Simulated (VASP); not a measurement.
# Ta3Ag in VASP: notebook, part 2 of 2

VASP 6.6.1.

**4. Relaxation of cell and atoms, PBE**

This run uses another cell than the first one, of 17.00 Å³/atom, 0.946 times its volume.

INCAR reads:

```
ALGO = Normal
EDIFF = 1E-7
EDIFFG = -0.04
ENCUT = 500
GGA = PE
GGA_COMPAT = F
IBRION = 2
ISIF = 3
ISMEAR = 0
LASPH = T
LCHARG = F
LREAL = F
LWAVE = F
NELM = 120
NELMIN = 4
NSW = 90
PREC = Accurate
SIGMA = 0.1
```

KPOINTS reads:

```
k-points
0
Gamma
  4 4 4
```

POSCAR reads:

```
Ta3Ag
1.0
    4.0818002481      0.0000000000      0.0000000000
    0.0000000000      4.0818002481      0.0000000000
    0.0000000000      0.0000000000      4.0818002481
Ta Ag
3 1
Direct
    0.0000000000      0.5000000000      0.5000000000
    0.5000000000      0.0000000000      0.5000000000
    0.5000000000      0.5000000000      0.0000000000
    0.0000000000      0.0000000000      0.0000000000
```

Potentials or basis: VASP PAW PBE potentials, release 64 (Ta_pv, Ag).

On the command line:

```bash
$ cat potpaw_PBE.64/Ta_pv/POTCAR potpaw_PBE.64/Ag/POTCAR > POTCAR
$ mpirun -np 1 vasp_std > vasp.out
```

OUTCAR:

```text
EDIFF = 1E-7
   EDIFFG = -0.04
   ENCUT = 500
   GGA = PE
   IBRION = 2
   ISIF = 3
   ISMEAR = 0
   LASPH = T
   LREAL = F
   NELM = 120
   NELMIN = 4
   NSW = 90
   PREC = Accurate

 ion  position               nearest neighbor table
   1  0.000  0.500  0.500-   2 2.89   3 2.89   4 2.89   3 2.89   4 2.89   2 2.89   4 2.89   4 2.89
                             2 2.89   3 2.89   3 2.89   2 2.89
   2  0.500  0.000  0.500-   1 2.89   3 2.89   4 2.89   3 2.89   4 2.89   1 2.89   3 2.89   3 2.89
                             1 2.89   4 2.89   4 2.89   1 2.89
   3  0.500  0.500  0.000-   1 2.89   2 2.89   4 2.89   1 2.89   2 2.89   2 2.89   4 2.89   2 2.89
                             1 2.89   4 2.89   1 2.89   4 2.89
   4  0.000  0.000  0.000-   1 2.89   2 2.89   3 2.89   1 2.89   2 2.89   1 2.89   3 2.89   1 2.89
                             2 2.89   3 2.89   2 2.89   3 2.89

  LATTYP: Found a simple cubic cell.
 ALAT       =     4.0818002481

  Lattice vectors:

 A1 = (   4.0818002481,   0.0000000000,   0.0000000000)
 A2 = (   0.0000000000,   4.0818002481,   0.0000000000)
 A3 = (   0.0000000000,   0.0000000000,   4.0818002481)

Analysis of symmetry for initial positions (statically):
=====================================================================
 Subroutine PRICEL returns:
 Original cell was already a primitive cell.

 Routine SETGRP: Setting up the symmetry group for a
 simple cubic supercell.

 Subroutine GETGRP returns: Found 48 space group operations
[... 9 lines left out ...]

 Routine SETGRP: Setting up the symmetry group for a
 simple cubic supercell.

 Subroutine GETGRP returns: Found 48 space group operations
[... 11 lines left out ...]
                                     Primitive cell

  volume of cell :      68.0073

  direct lattice vectors                    reciprocal lattice vectors
     4.081800248  0.000000000  0.000000000     0.244989941  0.000000000  0.000000000
     0.000000000  4.081800248  0.000000000     0.000000000  0.244989941  0.000000000
     0.000000000  0.000000000  4.081800248     0.000000000  0.000000000  0.244989941

  length of vectors
[... 80 lines left out ...]
   TEBEG  =    0.0;   TEEND  =   0.0 temperature during run
   PSTRESS=    0.0 pullay stress
   NELECT =      44.0000    total number of electrons
   NUPDOWN=      -1.0000    fix difference up-down
   EMIN   =  10.00;   EMAX   =-10.00  energy-range for DOS
   EFERMI =   0.00;   METHOD = LEGACY
   ISMEAR =     0;   SIGMA  =   0.10  broadening in eV -4-tet -1-fermi 0-gaus
   EFERMI_NEDOS =   21; number of points for ismear=-14 and -15
   IALGO  =     38    algorithm
   IMIX   =      4    mixing-type and parameters
     AMIX     =   0.40;   BMIX     =  1.00
     AMIX_MAG =   1.60;   BMIX_MAG =  1.00
  volume/ion in A,a.u.               =      17.00       114.73
  Fermi-wavevector in a.u.,A,eV,Ry     =   1.415926  2.675713 27.277603  2.004847
  Thomas-Fermi vector in A             =   2.537314
   LORBIT       =      0    0 simple, 1 ext, 2 COOP (PROOUT), +10 PAW based schemes
   GGA     = PE    functional components
   LHFCALC =     F    Hartree Fock is set to
   AEXX    =    0.0000 exact exchange contribution
   IVDW    =     0    specifies the selected vdW correction
   LEPSILON=     F    determine dielectric tensor
   LRPA    =     F    only Hartree local field effects (RPA)
 conjugate gradient relaxation of ions
 non-spin polarized calculation
 Gauss-broadening in eV      SIGMA  =   0.10
  energy-cutoff  :      500.00
  volume of cell :       68.01
 maximum number of plane-waves:      1750
 NGX is ok and might be reduce to    30
   NGX = 15   NGY = 15   NGZ = 15

--------------------------------------- Ionic step        1  -------------------------------------------

 number of electron      44.0000015 magnetization

 Free energy of the ion-electron system (eV)
  ---------------------------------------------------
  ext. energy  EPLUGINS =         0.00000000
  ---------------------------------------------------
  free energy    TOTEN  =       -36.91911524 eV

  energy without entropy =      -36.89803755  energy(sigma->0) =      -36.90857639

------------------------ aborting loop because EDIFF is reached ----------------------------------------

  FORCE on cell =-STRESS in cart. coord.  units (eV):
  Direction    XX          YY          ZZ          XY          YZ          ZX
  --------------------------------------------------------------------------------------
  -------------------------------------------------------------------------------------
  Total        4.6906170      4.6906170      4.6906170      0.0000000      0.0000000      0.0000000
  in kB      110.5058606    110.5058606    110.5058606      0.0000000      0.0000000      0.0000000
  external PRESSURE =     110.5058606 kB  Pullay stress =       0.0000000 kB
[... 63 lines left out ...]
--------------------------------------- Ionic step        3  -------------------------------------------

 number of electron      44.0000006 magnetization

 Free energy of the ion-electron system (eV)
  ---------------------------------------------------
  ext. energy  EPLUGINS =         0.00000000
  ---------------------------------------------------
  free energy    TOTEN  =       -37.04627033 eV

  energy without entropy =      -37.02473571  energy(sigma->0) =      -37.03550302

 E-fermi :   6.4174     XC(G=0): -12.4899

 val. band max:        6.3873108942   @ k =   0.5000   0.2500   0.2500
 cond. band min:       6.5609952632   @ k =   0.2500   0.2500   0.2500
 fundamental gap:      0.1736843690
 Fermi energy:         6.4173762405

 k-point     1 :       0.0000    0.0000    0.0000
  band No.  band energies     occupation
      1     -28.0947      2.00000
      2     -28.0947      2.00000
      3     -28.0947      2.00000
      4     -27.6638      2.00000
      5     -27.6638      2.00000
      6     -27.6638      2.00000
[... 310 lines left out ...]
  FREE ENERGIE OF THE ION-ELECTRON SYSTEM (eV)
  ---------------------------------------------------
  free  energy   TOTEN  =       -37.0462703303 eV

  energy  without entropy=      -37.0247357095  energy(sigma->0) =      -37.03550302

 reached required accuracy - stopping structural energy minimisation
```

CONTCAR:

```text
Ta3Ag
   1.00000000000000
     4.1601402762820046   -0.0000000000000000    0.0000000000000000
     0.0000000000000000    4.1601402762820046   -0.0000000000000000
    -0.0000000000000000    0.0000000000000000    4.1601402762820046
  Ta              Ag
     3     1
Direct
     0.0000000000000000    0.5000000000000000    0.5000000000000000
     0.5000000000000000    0.0000000000000000    0.5000000000000000
     0.5000000000000000    0.5000000000000000    0.0000000000000000
     0.0000000000000000    0.0000000000000000    0.0000000000000000

  0.00000000E+00  0.00000000E+00  0.00000000E+00
  0.00000000E+00  0.00000000E+00  0.00000000E+00
  0.00000000E+00  0.00000000E+00  0.00000000E+00
  0.00000000E+00  0.00000000E+00  0.00000000E+00
```

Wall time 54 s (1 thread of Intel Xeon Platinum 8259CL at 2.50GHz (Skylake/Cascade Lake), shared host); peak memory 0.17 GiB.

Results:

- Free energy: -37.0463 eV
- Relaxed volume: 18.00 Å³/atom
- Relaxed cell: a = 4.160 Å, b = 4.160 Å, c = 4.160 Å, α = 90.00°, β = 90.00°, γ = 90.00°
- Space group after relaxing (to 0.05 Å): Pm-3m (No. 221)
- Energy gained by relaxing: 31.8 meV/atom
- Ionic steps: 3
- Pressure after relaxing: -0.3 GPa
- Band gap on the k mesh: zero (band 22 reaches 8.88 eV, above the bottom of band 23 at 6.38 eV)

Step by step:
```tsv
step	energy change (eV)	largest force (eV/Å)	pressure (GPa)	volume (Å³)
1	0.0000	0.0000	11.05	68.01
2	0.3238	0.0000	-15.71	80.21
3	-0.1272	0.0000	-0.34	72.00
```

Final structure:
```
CELL_PARAMETERS angstrom
4.16014 0.00000 0.00000
0.00000 4.16014 0.00000
0.00000 0.00000 4.16014
ATOMIC_POSITIONS crystal
Ta 0.00000 0.50000 0.50000
Ta 0.50000 0.00000 0.50000
Ta 0.50000 0.50000 0.00000
Ag 0.00000 0.00000 0.00000
```

Levels at points of the mesh, in eV from the Fermi level:
```
           k point  band 19  band 20  band 21  band 22  band 23  band 24  band 25  band 26
(0.00, 0.00, 0.00)    -1.65    -0.95    -0.95     2.46     2.46     2.46     3.07     3.07
(0.50, 0.00, 0.00)    -1.48    -1.48     0.48     0.50     0.50     0.73     1.44     2.23
(0.50, 0.50, 0.00)    -1.71    -1.15    -1.02    -1.02     0.81     0.81     1.82     1.84
(0.50, 0.50, 0.50)     0.17     0.17     0.17     0.21     0.21     0.21     1.00     2.68
```

Caveat: the k points lie up to 0.38 Å⁻¹ apart in the final cell; spin-orbit coupling is left out, which moves the levels of the heavy elements.

**5. Overview**

```csv
task,cell,gap on the mesh (eV),pressure (GPa)
single point,"a = 4.158 Å, 4 atoms",none,0.0
single point,"a = 4.066, b = 4.066, c = 4.024 Å, 4 atoms",none,16.1
relaxation of cell and atoms,"relaxed from a = 4.082 Å, 4 atoms",none,-0.3
```

Alike in all rows: level PBE; potentials or basis VASP PAW PBE potentials, release 64 (Ta_pv, Ag); no spin polarisation; k mesh 4 × 4 × 4; cutoff (eV) 500; smearing gaussian 0.1 eV.

Caveats: all runs use coarse meshes; spin-orbit coupling is left out, which moves the levels of the heavy elements.

Total energies depend on the potentials used, so only differences within one code and one set of settings carry meaning.
